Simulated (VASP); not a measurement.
# NaCl (Fm-3m) in VASP: further runs, part 2 of 2

VASP 6.6.1. Earlier steps stand in the parts before.

### Step 3. Single point, PBE (volume scaled by 1.03)

The input, INCAR:

```
SYSTEM = NaCl
ALGO = Normal
EDIFF = 1E-6
ENCUT = 520
GGA = PE
ISIF = 2
ISMEAR = 0
LASPH = .TRUE.
LCHARG = .TRUE.
LELF = .TRUE.
LREAL = .FALSE.
LVHAR = .TRUE.
LWAVE = .FALSE.
NBANDS = 14
NELM = 60
PREC = Accurate
SIGMA = 0.02
```

The input, KPOINTS:

```
k-points
0
G
  8 8 8
  0 0 0
```

The input, POSCAR:

```
NaCl
1.0
    0.0000000000      2.8752842552      2.8752842552
    2.8752842552      0.0000000000      2.8752842552
    2.8752842552      2.8752842552      0.0000000000
Na Cl
1 1
Direct
    0.0000000000      0.0000000000      0.0000000000
    0.5000000000      0.5000000000      0.5000000000
```

Potentials or basis: VASP PAW PBE potentials, release 64 (Na_pv, Cl).

The run is started by

```console
> cat potpaw_PBE.64/Na_pv/POTCAR potpaw_PBE.64/Cl/POTCAR > POTCAR
> mpirun -np 1 vasp_std > vasp.out
```

OUTCAR:

```text
SYSTEM = NaCl
   EDIFF = 1E-6
   ENCUT = 520
   GGA = PE
   ISIF = 2
   ISMEAR = 0
   LASPH = .TRUE.
   LREAL = .FALSE.
   NELM = 60
   PREC = Accurate

 ion  position               nearest neighbor table
   1  0.000  0.000  0.000-
   2  0.500  0.500  0.500-

  LATTYP: Found a face centered cubic cell.
 ALAT       =     5.7505685104

  Lattice vectors:

 A1 = (   0.0000000000,   2.8752842552,   2.8752842552)
 A2 = (   2.8752842552,   0.0000000000,   2.8752842552)
 A3 = (   2.8752842552,   2.8752842552,   0.0000000000)

Analysis of symmetry for initial positions (statically):
=====================================================================
 Subroutine PRICEL returns:
 Original cell was already a primitive cell.

 Routine SETGRP: Setting up the symmetry group for a
 face centered cubic supercell.

 Subroutine GETGRP returns: Found 48 space group operations
 (whereof 48 operations were pure point group operations)
 out of a pool of 48 trial point group operations.

The static configuration has the point symmetry O_h .

Analysis of symmetry for dynamics (positions and initial velocities):
=====================================================================
 Subroutine PRICEL returns:
 Original cell was already a primitive cell.

 Routine SETGRP: Setting up the symmetry group for a
 face centered cubic supercell.

 Subroutine GETGRP returns: Found 48 space group operations
 (whereof 48 operations were pure point group operations)
 out of a pool of 48 trial point group operations.

The dynamic configuration has the point symmetry O_h .

 Subroutine INISYM returns: Found 48 space group operations
 (whereof 48 operations are pure point group operations),
 and found     1 'primitive' translations

----------------------------------------------------------------------------------------

                                     Primitive cell

  volume of cell :      47.5414

  direct lattice vectors                    reciprocal lattice vectors
     0.000000000  2.875284255  2.875284255    -0.173895850  0.173895850  0.173895850
     2.875284255  0.000000000  2.875284255     0.173895850 -0.173895850  0.173895850
     2.875284255  2.875284255  0.000000000     0.173895850  0.173895850 -0.173895850

  length of vectors
     4.066265989  4.066265989  4.066265989     0.301196448  0.301196448  0.301196448

  position of ions in fractional coordinates (direct lattice)
     0.000000000  0.000000000  0.000000000
     0.500000000  0.500000000  0.500000000

  ion indices of the primitive-cell ions
   primitive index   ion index
                 1           1
                 2           2

----------------------------------------------------------------------------------------

 KPOINTS: k-points

Automatic generation of k-mesh.
 Grid dimensions read from file:
 generate k-points for:    8    8    8

 Generating k-lattice:

  Cartesian coordinates                     Fractional coordinates (reciprocal lattice)
    -0.021736981  0.021736981  0.021736981     0.125000000  0.000000000  0.000000000
     0.021736981 -0.021736981  0.021736981     0.000000000  0.125000000  0.000000000
     0.021736981  0.021736981 -0.021736981     0.000000000  0.000000000  0.125000000

  Length of vectors
     0.037649556  0.037649556  0.037649556

  Shift w.r.t. Gamma in fractional coordinates (k-lattice)
     0.000000000  0.000000000  0.000000000

 Subroutine IBZKPT returns following result:
 ===========================================

 Found     29 irreducible k-points:

 Following reciprocal coordinates:
            Coordinates               Weight
  0.000000  0.000000  0.000000      1.000000
  0.125000  0.000000  0.000000      8.000000
  0.250000  0.000000  0.000000      8.000000
  0.375000  0.000000  0.000000      8.000000
  0.500000  0.000000  0.000000      4.000000
  0.125000  0.125000  0.000000      6.000000
[... 16 lines left out ...]
  0.500000  0.250000  0.125000     48.000000
 -0.375000  0.250000  0.125000     24.000000
 [... further k-points ...]
   k-points           NKPTS =     29   k-points in BZ     NKDIM =     29   number of bands    NBANDS=     14
   number of dos      NEDOS =    301   number of ions     NIONS =      2
   total plane-waves  NPLWV =  27000
   dimension x,y,z NGX =    30 NGY =   30 NGZ =   30
   dimension x,y,z NGXF=    60 NGYF=   60 NGZF=   60
   ions per type =               1   1
   NGX,Y,Z   is equivalent  to a cutoff of  12.27, 12.27, 12.27 a.u.
   NGXF,Y,Z  is equivalent  to a cutoff of  24.53, 24.53, 24.53 a.u.
 SYSTEM =  NaCl
   PREC   = accura    normal or accurate (medium, high low for compatibility)
   ISTART =      0    job   : 0-new  1-cont  2-samecut
   ICHARG =      2    charge: 1-file 2-atom 10-const
   ISPIN  =      1    spin polarized calculation?
   LNONCOLLINEAR =      F non collinear calculations
   LSORBIT =      F    spin-orbit coupling
   LASPH  =      T    aspherical Exc in radial PAW
   ENCUT  =  520.0 eV  38.22 Ry    6.18 a.u.   7.56  7.56  7.56*2*pi/ulx,y,z
   NELM   =     60;   NELMIN=  2; NELMDL= -5     # of ELM steps
   EDIFF  = 0.1E-05   stopping-criterion for ELM
   LREAL  =      F    real-space projection
   EDIFFG = 0.1E-04   stopping-criterion for IOM
   NSW    =      0    number of steps for IOM
   IBRION =     -1    ionic relax: 0-MD 1-quasi-New 2-CG
   NFREE  =      0    steps in history (QN), initial steepest desc. (CG)
   ISIF   =      2    stress and relaxation
   ISYM   =      2    0-nonsym 1-usesym 2-fastsym
   POTIM  = 0.5000    time-step for ionic-motion
   TEBEG  =    0.0;   TEEND  =   0.0 temperature during run
   PSTRESS=    0.0 pullay stress
   NELECT =      14.0000    total number of electrons
   NUPDOWN=      -1.0000    fix difference up-down
   EMIN   =  10.00;   EMAX   =-10.00  energy-range for DOS
   EFERMI =   0.00;   METHOD = LEGACY
   ISMEAR =     0;   SIGMA  =   0.02  broadening in eV -4-tet -1-fermi 0-gaus
   EFERMI_NEDOS =   21; number of points for ismear=-14 and -15
   IALGO  =     38    algorithm
   IMIX   =      4    mixing-type and parameters
     AMIX     =   0.40;   BMIX     =  1.00
     AMIX_MAG =   1.60;   BMIX_MAG =  1.00
  volume/ion in A,a.u.               =      23.77       160.41
  Fermi-wavevector in a.u.,A,eV,Ry     =   1.089164  2.058222 16.140303  1.186279
  Thomas-Fermi vector in A             =   2.225362
   LORBIT       =      0    0 simple, 1 ext, 2 COOP (PROOUT), +10 PAW based schemes
   GGA     = PE    functional components
   LHFCALC =     F    Hartree Fock is set to
   AEXX    =    0.0000 exact exchange contribution
   IVDW    =     0    specifies the selected vdW correction
   LEPSILON=     F    determine dielectric tensor
   LRPA    =     F    only Hartree local field effects (RPA)
 non-spin polarized calculation
 Gauss-broadening in eV      SIGMA  =   0.02
  energy-cutoff  :      520.00
  volume of cell :       47.54
 maximum number of plane-waves:      1303
   NGX = 15   NGY = 15   NGZ = 15

 number of electron      13.9999997 magnetization

 Free energy of the ion-electron system (eV)
  ---------------------------------------------------
  ext. energy  EPLUGINS =         0.00000000
  ---------------------------------------------------
  free energy    TOTEN  =        -6.77531924 eV

  energy without entropy =       -6.77531924  energy(sigma->0) =       -6.77531924

 E-fermi :  -0.8919     XC(G=0):  -7.9204

 val. band max:       -1.0542645630   @ k =   0.0000   0.0000   0.0000
 cond. band min:       3.8366294046   @ k =   0.0000   0.0000   0.0000
 fundamental gap:      4.8908939676
 Fermi energy:        -0.8918940999

 k-point     1 :       0.0000    0.0000    0.0000
  band No.  band energies     occupation
      1     -21.9923      2.00000
      2     -21.9923      2.00000
      3     -21.9923      2.00000
      4     -13.5893      2.00000
      5      -1.0543      2.00000
      6      -1.0543      2.00000
      7      -1.0543      2.00000
      8       3.8366      0.00000
      9       9.9999      0.00000
     10       9.9999      0.00000
     11       9.9999      0.00000
     12      12.0870      0.00000
     13      12.0870      0.00000
     14      13.5962      0.00000
[... 375 lines left out ...]
 k-point    24 :      -0.3750    0.2500    0.1250
  band No.  band energies     occupation
      1     -22.0101      2.00000
      2     -21.9986      2.00000
      3     -21.9957      2.00000
      4     -13.2791      2.00000
      5      -2.5566      2.00000
      6      -1.7405      2.00000
      7      -1.4224      2.00000
      8       7.1230      0.00000
      9       8.2146      0.00000
     10       8.9847      0.00000
     11      10.4593      0.00000
     12      12.9929      0.00000
     13      14.1778      0.00000
     14      15.2539      0.00000

 [... further k-points ...]
[... 5 lines left out ...]
  --------------------------------------------------------------------------------------
  -------------------------------------------------------------------------------------
  Total       -0.1963198     -0.1963198     -0.1963198      0.0000000     -0.0000000      0.0000000
  in kB       -6.6161057     -6.6161057     -6.6161057      0.0000000     -0.0000000      0.0000000
  external PRESSURE =      -6.6161057 kB  Pullay stress =       0.0000000 kB

 VOLUME and BASIS-vectors are now :
 -----------------------------------------------------------------------------
  energy-cutoff  :      520.00
  volume of cell :       47.54
      direct lattice vectors                 reciprocal lattice vectors
     0.000000000  2.875284255  2.875284255    -0.173895850  0.173895850  0.173895850
     2.875284255  0.000000000  2.875284255     0.173895850 -0.173895850  0.173895850
     2.875284255  2.875284255  0.000000000     0.173895850  0.173895850 -0.173895850

 POSITION                                       TOTAL-FORCE (eV/Angst)
 -----------------------------------------------------------------------------------
      0.00000      0.00000      0.00000         0.000000     -0.000000      0.000000
      2.87528      2.87528      2.87528        -0.000000      0.000000     -0.000000
 -----------------------------------------------------------------------------------
    total drift:                               -0.000000      0.000000      0.000000

  FREE ENERGIE OF THE ION-ELECTRON SYSTEM (eV)
  ---------------------------------------------------
  free  energy   TOTEN  =        -6.7753192448 eV

  energy  without entropy=       -6.7753192448  energy(sigma->0) =       -6.77531924
```

OSZICAR:

```text
N       E                     dE             d eps       ncg     rms          rms(c)
DAV:   1     0.101240698205E+03    0.10124E+03   -0.70836E+03   812   0.983E+02
DAV:   2     0.180551712079E+01   -0.99435E+02   -0.91477E+02   886   0.262E+02
DAV:   3    -0.683741950106E+01   -0.86429E+01   -0.85797E+01  1040   0.740E+01
DAV:   4    -0.698308487367E+01   -0.14567E+00   -0.14559E+00   974   0.101E+01
DAV:   5    -0.698614659123E+01   -0.30617E-02   -0.30614E-02  1030   0.153E+00    0.214E+00
DAV:   6    -0.678103395954E+01    0.20511E+00   -0.34993E-01  1016   0.328E+00    0.159E+00
DAV:   7    -0.676914802878E+01    0.11886E-01   -0.85267E-02  1104   0.161E+00    0.108E+00
DAV:   8    -0.677530123689E+01   -0.61532E-02   -0.10789E-02   884   0.862E-01    0.294E-01
DAV:   9    -0.677518569910E+01    0.11554E-03   -0.22622E-04  1034   0.113E-01    0.173E-01
DAV:  10    -0.677533513103E+01   -0.14943E-03   -0.44159E-04   908   0.145E-01    0.824E-02
DAV:  11    -0.677531968550E+01    0.15446E-04   -0.25476E-05  1052   0.414E-02    0.220E-02
DAV:  12    -0.677531924481E+01    0.44069E-06   -0.36756E-06   938   0.151E-02
   1 F= -.67753192E+01 E0= -.67753192E+01  d E =-.156857E-32
```

Wall time 30 s (1 thread of AMD EPYC 7R13, shared host); peak memory 0.14 GiB.

What came out:

```yaml
Free_energy: -6.7753 eV
Pressure: -0.7 GPa
Band_gap_on_the_k_mesh: 4.89 eV, direct
```

### Step 4. Single point, PBE (volume scaled by 1.06)

The input, INCAR:

```
SYSTEM = NaCl
  PREC = Accurate
  ENCUT = 520
  EDIFF = 1E-6
  ISMEAR = 0
  SIGMA = 0.02
  LREAL = .False.
  LASPH = .True.
  NELM = 60
  ALGO = Normal
  ISIF = 2
  LWAVE = .False.
  LCHARG = .False.
  GGA = PE
  NBANDS = 14
```

The input, KPOINTS:

```
regular mesh
0
Gamma
  8 8 8
  0 0 0
```

The input, POSCAR:

```
NaCl
1.0
    0.0000000000      2.9029329153      2.9029329153
    2.9029329153      0.0000000000      2.9029329153
    2.9029329153      2.9029329153      0.0000000000
Na Cl
1 1
Direct
    0.0000000000      0.0000000000      0.0000000000
    0.5000000000      0.5000000000      0.5000000000
```

The run is started by

```console
> cat potpaw_PBE.64/Na_pv/POTCAR potpaw_PBE.64/Cl/POTCAR > POTCAR
> mpirun -np 1 vasp_std > vasp.out
```

Wall time 33 s (1 thread of AMD EPYC 7R13, shared host); peak memory 0.14 GiB.

The run converged. Its results:

```yaml
Free_energy: -6.7675 eV
Pressure: -1.2 GPa
Band_gap_on_the_k_mesh: 4.79 eV, direct
```

Levels at points of the mesh, in eV from the valence-band top:
```tsv
k point	band 5	band 6	band 7	band 8	band 9	band 10
(0.00, 0.00, 0.00)	0.00	0.00	0.00	4.79	11.02	11.02
(0.50, 0.00, 0.00)	-1.68	-0.22	-0.22	7.11	9.93	10.75
(0.50, 0.50, 0.00)	-1.44	-0.52	-0.52	7.27	8.13	10.72
```

 A k mesh can miss the band edges.

### Step 5. Single point, PBE (volume scaled by 1.10)

The input, INCAR:

```
  PREC = Accurate
  ENCUT = 520
  EDIFF = 1E-6
  ISMEAR = 0
  SIGMA = 0.02
  LREAL = False
  LASPH = True
  NELM = 60
  ALGO = Normal
  ISIF = 2
  LWAVE = False
  LCHARG = False
  GGA = PE
  NBANDS = 14
```

The input, KPOINTS:

```
regular mesh
0
Gamma
  8 8 8
```

The input, POSCAR:

```
NaCl
1.0
    0.0000000000      2.9389978814      2.9389978814
    2.9389978814      0.0000000000      2.9389978814
    2.9389978814      2.9389978814      0.0000000000
Na Cl
1 1
Direct
    0.0000000000      0.0000000000      0.0000000000
    0.5000000000      0.5000000000      0.5000000000
```

The run is started by

```console
> cat potpaw_PBE.64/Na_pv/POTCAR potpaw_PBE.64/Cl/POTCAR > POTCAR
> mpirun -np 1 vasp_std > vasp.out
```

Wall time 30 s (1 thread of AMD EPYC 7R13, shared host); peak memory 0.14 GiB.

Results (log left out):

- Free energy: -6.7503 eV
- Pressure: -1.8 GPa
- Band gap on the k mesh: 4.67 eV, direct

Levels at points of the mesh, in eV from the valence-band top:
```csv
k point,band 3,band 4,band 5,band 6,band 7,band 8,band 9,band 10,band 11,band 12
"(0.00, 0.00, 0.00)",-21.09,-12.41,0.00,0.00,0.00,4.67,10.97,10.97,10.97,12.97
"(0.50, 0.00, 0.00)",-21.09,-12.18,-1.58,-0.20,-0.20,7.04,9.65,10.65,10.65,14.18
"(0.50, 0.50, 0.00)",-21.09,-12.14,-1.36,-0.49,-0.49,7.16,8.14,10.48,13.70,13.70
```

### Step 6. Overview

```tsv
cell	gap on the mesh (eV)	pressure (GPa)
a = 4.026 Å, angles 60.0°, 2 atoms	5.00	0.0
a = 4.066 Å, angles 60.0°, 2 atoms	4.89	-0.7
a = 4.105 Å, angles 60.0°, 2 atoms	4.79	-1.2
a = 4.156 Å, angles 60.0°, 2 atoms	4.67	-1.8
```

Alike in all rows: task single point; level PBE; potentials or basis VASP PAW PBE potentials, release 64 (Na_pv, Cl); no spin polarisation; k mesh 8 × 8 × 8; cutoff (eV) 520; smearing gaussian 0.02 eV.

Absolute energies hang on the potentials; compare differences alone.
